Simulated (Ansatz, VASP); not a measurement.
# WI6 in VASP and in Ansatz

```
CELL_PARAMETERS angstrom
0.00000 5.97117 5.97117
5.97117 0.00000 5.97117
5.97117 5.97117 0.00000
ATOMIC_POSITIONS crystal
W 0.00000 0.00000 0.00000
I 0.77295 0.22705 0.22705
I 0.22705 0.77295 0.77295
I 0.22705 0.77295 0.22705
I 0.77295 0.22705 0.77295
I 0.22705 0.22705 0.77295
I 0.77295 0.77295 0.22705
```

Alike in both runs: functional PBE; k mesh 6 × 6 × 6; occupations gaussian, width 0.01 eV; no spin polarisation.

Ansatz relaxed the structure, and its values are those at the end. VASP's run is a single point on that final structure, the one shown.

```csv
,VASP,Ansatz
version,VASP 6.6.1,Ansatz 0.2.0
potentials or method,"VASP PAW PBE potentials, release 64 (W_sv, I), cutoff 520 eV","scalar-relativistic, plane waves, PAW"
valence electrons in the cell,56,116
```

```tsv
	VASP	Ansatz	Ansatz less VASP
gap on the k mesh at the Fermi level (eV)	0.34	0.33	-0.002
least direct gap on the mesh (eV)	0.34	0.34	-0.002
pressure (GPa)	-0.1	-0.1	+0.01
```

VASP's potentials hold 56 valence electrons a cell and Ansatz's 116, so a difference there can come from the potentials and not from the codes. Ansatz's warnings: stress scf threshold loose.

Spin-orbit coupling is off throughout.
